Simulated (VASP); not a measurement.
# Ge (Fd-3m) in VASP: settings compared

Ge is run at these levels: LDA, PBEsol+D4; tasks: single point.

Everything below comes from runs of VASP 6.6.1. Logs are shortened: lines on timing, memory, paths and dates and some standing lists are left out, and cuts for length are marked.

### 1 The cell of the first run

It takes space group Fd-3m (No. 227, cubic). Conventional cell: a = 5.732 Å, b = 5.732 Å, c = 5.732 Å, α = 90.00°, β = 90.00°, γ = 90.00°. Within 3.3 Å of Ge (site symmetry -43m) lie 4 Ge at 2.48 Å.

### 2 Single point, LDA

The input, INCAR:

```
PREC     = Accurate       # precision mode
ENCUT    = 520            # plane-wave cutoff, eV
EDIFF    = 1E-6           # SCF threshold, eV
ISMEAR   = -1             # smearing method
SIGMA    = 0.05           # smearing width, eV
LREAL    = F              # projectors in reciprocal space
LASPH    = T              # aspherical terms in the spheres
NELM     = 100            # most SCF steps
ALGO     = Normal         # electronic algorithm
ISIF     = 2              # what is computed and relaxed
LWAVE    = F              # write WAVECAR
LCHARG   = T              # write CHGCAR
LELF     = T              # ELF
LVHAR    = T            
NBANDS   = 21             # bands
```

The input, KPOINTS:

```
regular mesh
0
Gamma
  8 8 8
```

The input, POSCAR:

```
Ge
1.0
    0.0000000000      2.8661367691      2.8661367691
    2.8661367691      0.0000000000      2.8661367691
    2.8661367691      2.8661367691      0.0000000000
Ge
2
Direct
    0.7500000000      0.7500000000      0.7500000000
    0.5000000000      0.5000000000      0.5000000000
```

Potentials or basis: VASP PAW LDA potentials, release 64 (Ge_d).

The run is started by

```console
> cat potpaw_LDA.64/Ge_d/POTCAR > POTCAR
> mpirun -np 1 vasp_std > vasp.out
```

OUTCAR:

```text
PREC = Accurate
   ENCUT = 520
   EDIFF = 1E-6
   ISMEAR = -1
   LREAL = F
   LASPH = T
   NELM = 100
   ISIF = 2

 ion  position               nearest neighbor table
   1  0.750  0.750  0.750-   2 2.48   2 2.48   2 2.48   2 2.48
   2  0.500  0.500  0.500-   1 2.48   1 2.48   1 2.48   1 2.48

  LATTYP: Found a face centered cubic cell.
 ALAT       =     5.7322735382

  Lattice vectors:

 A1 = (   0.0000000000,   2.8661367691,   2.8661367691)
 A2 = (   2.8661367691,   0.0000000000,   2.8661367691)
 A3 = (   2.8661367691,   2.8661367691,   0.0000000000)

Analysis of symmetry for initial positions (statically):
=====================================================================
 Subroutine PRICEL returns:
 Original cell was already a primitive cell.

 Routine SETGRP: Setting up the symmetry group for a
 face centered cubic supercell.

 Subroutine GETGRP returns: Found 48 space group operations
 (whereof 24 operations were pure point group operations)
 out of a pool of 48 trial point group operations.

The static configuration has the point symmetry T_d .
 The point group associated with its full space group is O_h .

Analysis of symmetry for dynamics (positions and initial velocities):
=====================================================================
 Subroutine PRICEL returns:
 Original cell was already a primitive cell.

 Routine SETGRP: Setting up the symmetry group for a
 face centered cubic supercell.

 Subroutine GETGRP returns: Found 48 space group operations
 (whereof 24 operations were pure point group operations)
 out of a pool of 48 trial point group operations.

The dynamic configuration has the point symmetry T_d .
 The point group associated with its full space group is O_h .

 Subroutine INISYM returns: Found 48 space group operations
 (whereof 24 operations are pure point group operations),
 and found     1 'primitive' translations

----------------------------------------------------------------------------------------

                                     Primitive cell

  volume of cell :      47.0891

  direct lattice vectors                    reciprocal lattice vectors
     0.000000000  2.866136769  2.866136769    -0.174450852  0.174450852  0.174450852
     2.866136769  0.000000000  2.866136769     0.174450852 -0.174450852  0.174450852
     2.866136769  2.866136769  0.000000000     0.174450852  0.174450852 -0.174450852

  length of vectors
     4.053329490  4.053329490  4.053329490     0.302157738  0.302157738  0.302157738

  position of ions in fractional coordinates (direct lattice)
     0.750000000  0.750000000  0.750000000
     0.500000000  0.500000000  0.500000000

  ion indices of the primitive-cell ions
   primitive index   ion index
                 1           1
                 2           2

----------------------------------------------------------------------------------------

 KPOINTS: regular mesh

Automatic generation of k-mesh.
 Grid dimensions read from file:
 generate k-points for:    8    8    8

 Generating k-lattice:

  Cartesian coordinates                     Fractional coordinates (reciprocal lattice)
    -0.021806356  0.021806356  0.021806356     0.125000000  0.000000000  0.000000000
     0.021806356 -0.021806356  0.021806356     0.000000000  0.125000000  0.000000000
     0.021806356  0.021806356 -0.021806356     0.000000000  0.000000000  0.125000000

  Length of vectors
     0.037769717  0.037769717  0.037769717

  Shift w.r.t. Gamma in fractional coordinates (k-lattice)
     0.000000000  0.000000000  0.000000000

 Subroutine IBZKPT returns following result:
 ===========================================

 Found     29 irreducible k-points:

 Following reciprocal coordinates:
            Coordinates               Weight
  0.000000  0.000000  0.000000      1.000000
  0.125000  0.000000  0.000000      8.000000
  0.250000  0.000000  0.000000      8.000000
  0.375000  0.000000  0.000000      8.000000
  0.500000  0.000000  0.000000      4.000000
  0.125000  0.125000  0.000000      6.000000
[... 16 lines left out ...]
  0.500000  0.250000  0.125000     48.000000
 -0.375000  0.250000  0.125000     24.000000
 [... further k-points ...]
   k-points           NKPTS =     29   k-points in BZ     NKDIM =     29   number of bands    NBANDS=     21
   number of dos      NEDOS =    301   number of ions     NIONS =      2
   total plane-waves  NPLWV =  27000
   dimension x,y,z NGX =    30 NGY =   30 NGZ =   30
   dimension x,y,z NGXF=    60 NGYF=   60 NGZF=   60
   ions per type =               2
   NGX,Y,Z   is equivalent  to a cutoff of  12.30, 12.30, 12.30 a.u.
   NGXF,Y,Z  is equivalent  to a cutoff of  24.61, 24.61, 24.61 a.u.
 SYSTEM =  unknown system
   PREC   = accura    normal or accurate (medium, high low for compatibility)
   ISTART =      0    job   : 0-new  1-cont  2-samecut
   ICHARG =      2    charge: 1-file 2-atom 10-const
   ISPIN  =      1    spin polarized calculation?
   LNONCOLLINEAR =      F non collinear calculations
   LSORBIT =      F    spin-orbit coupling
   LASPH  =      T    aspherical Exc in radial PAW
   ENCUT  =  520.0 eV  38.22 Ry    6.18 a.u.   7.54  7.54  7.54*2*pi/ulx,y,z
   NELM   =    100;   NELMIN=  2; NELMDL= -5     # of ELM steps
   EDIFF  = 0.1E-05   stopping-criterion for ELM
   LREAL  =      F    real-space projection
   EDIFFG = 0.1E-04   stopping-criterion for IOM
   NSW    =      0    number of steps for IOM
   IBRION =     -1    ionic relax: 0-MD 1-quasi-New 2-CG
   NFREE  =      0    steps in history (QN), initial steepest desc. (CG)
   ISIF   =      2    stress and relaxation
   ISYM   =      2    0-nonsym 1-usesym 2-fastsym
   POTIM  = 0.5000    time-step for ionic-motion
   TEBEG  =    0.0;   TEEND  =   0.0 temperature during run
   PSTRESS=    0.0 pullay stress
   NELECT =      28.0000    total number of electrons
   NUPDOWN=      -1.0000    fix difference up-down
   EMIN   =  10.00;   EMAX   =-10.00  energy-range for DOS
   EFERMI =   0.00;   METHOD = LEGACY
   ISMEAR =    -1;   SIGMA  =   0.05  broadening in eV -4-tet -1-fermi 0-gaus
   EFERMI_NEDOS =   21; number of points for ismear=-14 and -15
   IALGO  =     38    algorithm
   IMIX   =      4    mixing-type and parameters
     AMIX     =   0.40;   BMIX     =  1.00
     AMIX_MAG =   1.60;   BMIX_MAG =  1.00
  volume/ion in A,a.u.               =      23.54       158.89
  Fermi-wavevector in a.u.,A,eV,Ry     =   1.376641  2.601474 25.784939  1.895140
  Thomas-Fermi vector in A             =   2.501867
   LORBIT       =      0    0 simple, 1 ext, 2 COOP (PROOUT), +10 PAW based schemes
   GGA     = CA    functional components
   LHFCALC =     F    Hartree Fock is set to
   AEXX    =    0.0000 exact exchange contribution
   IVDW    =     0    specifies the selected vdW correction
   LEPSILON=     F    determine dielectric tensor
   LRPA    =     F    only Hartree local field effects (RPA)
 non-spin polarized calculation
  energy-cutoff  :      520.00
  volume of cell :       47.09
 maximum number of plane-waves:      1287
   NGX = 15   NGY = 15   NGZ = 15

 number of electron      27.9999990 magnetization

 Free energy of the ion-electron system (eV)
  ---------------------------------------------------
  ext. energy  EPLUGINS =         0.00000000
  ---------------------------------------------------
  free energy    TOTEN  =       -10.35147966 eV

  energy without entropy =      -10.35024413  energy(sigma->0) =      -10.35086189

 E-fermi :   4.2676     XC(G=0): -10.1043

 val. band max:        4.0322008217   @ k =   0.1250   0.0000   0.0000
 cond. band min:       4.2990888651   @ k =   0.5000   0.0000   0.0000
 fundamental gap:      0.2668880434
 Fermi energy:         4.2675673930

 k-point     1 :       0.0000    0.0000    0.0000
  band No.  band energies     occupation
      1     -20.5370      2.00000
      2     -20.5370      2.00000
      3     -20.5370      2.00000
      4     -20.5033      2.00000
      5     -20.5033      2.00000
      6     -20.3130      2.00000
[... 13 lines left out ...]
     20      13.7912      0.00000
     21      13.7912      0.00000

 k-point     2 :       0.1250    0.0000    0.0000
  band No.  band energies     occupation
      1     -20.5442      2.00000
      2     -20.5442      2.00000
      3     -20.5347      2.00000
      4     -20.4932      2.00000
      5     -20.4932      2.00000
      6     -20.3246      2.00000
[... 13 lines left out ...]
     20      12.8801      0.00000
     21      12.8801      0.00000

 k-point     3 :       0.2500    0.0000    0.0000
  band No.  band energies     occupation
      1     -20.5533      2.00000
      2     -20.5533      2.00000
      3     -20.5290      2.00000
      4     -20.4778      2.00000
      5     -20.4778      2.00000
      6     -20.3374      2.00000
[... 13 lines left out ...]
     20      12.6179      0.00000
     21      12.6179      0.00000

 k-point     4 :       0.3750    0.0000    0.0000
  band No.  band energies     occupation
      1     -20.5581      2.00000
      2     -20.5581      2.00000
      3     -20.5231      2.00000
      4     -20.4682      2.00000
      5     -20.4682      2.00000
      6     -20.3442      2.00000
[... 13 lines left out ...]
     20      13.7216      0.00000
     21      13.7216      0.00000

 k-point     5 :       0.5000    0.0000    0.0000
  band No.  band energies     occupation
      1     -20.5593      2.00000
      2     -20.5593      2.00000
      3     -20.5206      2.00000
      4     -20.4655      2.00000
      5     -20.4655      2.00000
      6     -20.3459      2.00000
[... 13 lines left out ...]
     20      14.7942      0.00000
     21      15.3141      0.00000
[... 382 lines left out ...]
     20      15.3989      0.00000
     21      16.9586      0.00000

 k-point    22 :       0.3750    0.2500    0.1250
  band No.  band energies     occupation
      1     -20.5627      2.00000
      2     -20.5608      2.00000
      3     -20.5214      2.00000
      4     -20.4709      2.00000
      5     -20.4456      2.00000
      6     -20.3824      2.00000
[... 13 lines left out ...]
     20      14.1135      0.00000
     21      14.5021      0.00000

 k-point    23 :       0.5000    0.2500    0.1250
  band No.  band energies     occupation
      1     -20.5736      2.00000
      2     -20.5665      2.00000
      3     -20.5017      2.00000
      4     -20.4574      2.00000
      5     -20.4341      2.00000
      6     -20.3904      2.00000
[... 13 lines left out ...]
     20      13.7095      0.00000
     21      15.5689      0.00000

 k-point    24 :      -0.3750    0.2500    0.1250
  band No.  band energies     occupation
      1     -20.5783      2.00000
      2     -20.5678      2.00000
      3     -20.4927      2.00000
      4     -20.4474      2.00000
      5     -20.4354      2.00000
      6     -20.3860      2.00000
[... 13 lines left out ...]
     20      15.0748      0.00000
     21      15.5093      0.00000

 [... further k-points ...]

------------------------ aborting loop because EDIFF is reached ----------------------------------------

  FORCE on cell =-STRESS in cart. coord.  units (eV):
  Direction    XX          YY          ZZ          XY          YZ          ZX
  --------------------------------------------------------------------------------------
  -------------------------------------------------------------------------------------
  Total       -1.0199966     -1.0199966     -1.0199966      0.0000000      0.0000000     -0.0000000
  in kB      -34.7047243    -34.7047243    -34.7047243      0.0000000      0.0000000     -0.0000000
  external PRESSURE =     -34.7047243 kB  Pullay stress =       0.0000000 kB

 VOLUME and BASIS-vectors are now :
 -----------------------------------------------------------------------------
  energy-cutoff  :      520.00
  volume of cell :       47.09
      direct lattice vectors                 reciprocal lattice vectors
     0.000000000  2.866136769  2.866136769    -0.174450852  0.174450852  0.174450852
     2.866136769  0.000000000  2.866136769     0.174450852 -0.174450852  0.174450852
     2.866136769  2.866136769  0.000000000     0.174450852  0.174450852 -0.174450852

 POSITION                                       TOTAL-FORCE (eV/Angst)
 -----------------------------------------------------------------------------------
      4.29921      4.29921      4.29921        -0.000000     -0.000000      0.000000
      2.86614      2.86614      2.86614         0.000000      0.000000     -0.000000
 -----------------------------------------------------------------------------------
    total drift:                                0.000000     -0.000000     -0.000000

  FREE ENERGIE OF THE ION-ELECTRON SYSTEM (eV)
  ---------------------------------------------------
  free  energy   TOTEN  =       -10.3514796589 eV

  energy  without entropy=      -10.3502441280  energy(sigma->0) =      -10.35086189
```

It took 11 s on 1 thread of Intel Xeon 6975P-C (Granite Rapids), shared host; peak memory 0.15 GiB.

Results:

```
Free energy            : -10.3515 eV
Pressure               : -3.5 GPa
Band gap on the k mesh : zero (band 14 reaches 4.35 eV, above the bottom of band 15 at 4.30 eV)
```

### 3 Single point, PBEsol+D4

This run uses another cell than the first one, of 24.00 Å³/atom, 1.019 times its volume.

The input, INCAR:

```
SYSTEM = Ge
PREC = Accurate ; ENCUT = 520
EDIFF = 1E-7 ; ISMEAR = -1
SIGMA = 0.05 ; LREAL = .False.
LASPH = .True. ; NELM = 80
ALGO = Normal ; ISIF = 2
LWAVE = .False. ; LCHARG = .True.
GGA = PS ; IVDW = 13
LELF = .True. ; LVHAR = .True.
NBANDS = 21
```

The input, KPOINTS:

```
regular mesh
0
Gamma
  8 8 8
  0 0 0
```

The input, POSCAR:

```
Ge
1.0
    0.0000000000      2.8843929095      2.8843929095
    2.8843929095      0.0000000000      2.8843929095
    2.8843929095      2.8843929095      0.0000000000
Ge
2
Direct
    0.7500000000      0.7500000000      0.7500000000
    0.5000000000      0.5000000000      0.5000000000
```

Potentials or basis: VASP PAW PBE potentials, release 64 (Ge_d).

The run is started by

```console
> cat potpaw_PBE.64/Ge_d/POTCAR > POTCAR
> mpirun -np 1 vasp_std > vasp.out
```

Wall time 14 s (1 thread of Intel Xeon 6975P-C (Granite Rapids), shared host); peak memory 0.17 GiB.

Results (log left out):

```
Free energy                : -10.1957 eV
Pressure                   : -4.0 GPa
Band gap on the k mesh     : zero (band 14 reaches 4.31 eV, above the bottom of band 15 at 4.27 eV)
Dispersion energy per atom : -0.177 eV
```

Levels at points of the mesh, in eV from the Fermi level:
| k point | band 12 | band 13 | band 14 | band 15 | band 16 | band 17 |
| --- | --- | --- | --- | --- | --- | --- |
| (0.00, 0.00, 0.00) | -0.44 | 0.08 | 0.08 | 0.08 | 2.58 | 2.58 |
| (0.50, 0.00, 0.00) | -7.29 | -1.24 | -1.24 | 0.03 | 3.76 | 3.76 |
| (0.50, 0.50, 0.00) | -8.61 | -2.81 | -2.81 | 0.81 | 0.81 | 9.09 |

Caveat: the PAW data sets were made with another functional, which shifts forces and pressure a little; pairwise dispersion overbinds metals, which lowers pressure and volume.
